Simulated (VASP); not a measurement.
Input of a VASP 6.6.1 run:

The input INCAR:

```
PREC = Accurate
ENCUT = 520
EDIFF = 1E-6
ISMEAR = 0
SIGMA = 0.15
LREAL = F
LASPH = T
NELM = 60
ALGO = Fast
ISIF = 2
LWAVE = F
LCHARG = F
GGA = PE
NBANDS = 11
```

File KPOINTS:

```
Automatic mesh
0
Gamma
  14 14 14
```

Contents of POSCAR:

```
Ba
1.0
   -2.5375000000      2.5375000000      2.4250000000
    2.5375000000     -2.5375000000      2.4250000000
    2.5375000000      2.5375000000     -2.4250000000
Ba
1
Direct
    0.0000000000      0.0000000000      0.0000000000
```

Potentials or basis: VASP PAW PBE potentials, release 64 (Ba_sv).

Command:

```bash
$ cat potpaw_PBE.64/Ba_sv/POTCAR > POTCAR
$ mpirun -np 1 vasp_std > vasp.out
```

Q: Estimate the band gap on the k mesh.

A: Zero (bands 5 and 6 overlap by 0.99 eV).

Q: Predict the pressure.

A: 0.2 GPa.

Stress tensor (GPa, compression positive):
```
0.09 0.00 0.00
0.00 0.09 0.00
0.00 0.00 0.34
```

Caveat: the cell differs from its parent crystal (strain +0.015 along x and y, -0.030 along z); spin-orbit coupling is left out, which moves the levels of the heavy elements.
